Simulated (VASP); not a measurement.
Set up this calculation in VASP 6.6.1, as the native input.

- Task: single point
- Functional: PBEsol
- Potentials or basis: VASP PAW PBE potentials, release 64 (Sn_d)
- Cutoff: 520 eV
- k mesh: 12 × 12 × 12
- Occupations: gaussian, width 0.1 eV
- Spin: no spin polarisation
- Dipole correction: no
- Further INCAR settings: ALGO = Fast; EDIFF = 1e-06; NBANDS = 21

The structure of Sn lies in POSCAR:

```
Sn
1.0
    0.0000000000      3.3757325825      3.3757325825
    3.3757325825      0.0000000000      3.3757325825
    3.3757325825      3.3757325825      0.0000000000
Sn
2
Direct
    0.0000000000      0.0000000000      0.0000000000
    0.2500000000      0.2500000000      0.2500000000
```

This isn't the form of Sn at room conditions, which is tetragonal (white tin).

These files were run (other wordings do the same):

INCAR

```
ALGO     = Fast           # electronic algorithm
EDIFF    = 1E-6           # SCF threshold, eV
ENCUT    = 520            # plane-wave cutoff, eV
GGA      = PS             # functional
ISIF     = 2              # what is computed and relaxed
ISMEAR   = 0              # smearing method
LASPH    = T              # aspherical terms in the spheres
LCHARG   = F              # write CHGCAR
LREAL    = F              # projectors in reciprocal space
LWAVE    = F              # write WAVECAR
NBANDS   = 21             # bands
NELM     = 80             # most SCF steps
PREC     = Accurate       # precision mode
SIGMA    = 0.1            # smearing width, eV
```

KPOINTS

```
k-points
0
Gamma
  12 12 12
```

Potentials or basis: VASP PAW PBE potentials, release 64 (Sn_d).

Launch:

```bash
$ cat potpaw_PBE.64/Sn_d/POTCAR > POTCAR
$ mpirun -np 1 vasp_std > vasp.out
```

It gave:

| Property | Result |
| --- | --- |
| Pressure | -3.2 GPa |
| Band gap on the k mesh | zero (bands 14 and 15 overlap by 0.35 eV) |

Caveat: the cell stands under tension; the PAW data sets were made with another functional, which shifts forces and pressure a little; spin-orbit coupling is left out, which moves the levels of the heavy elements.

Wall time 2.8 min on 1 thread of Intel Xeon 8259CL, on a shared host, peak memory 0.26 GiB.
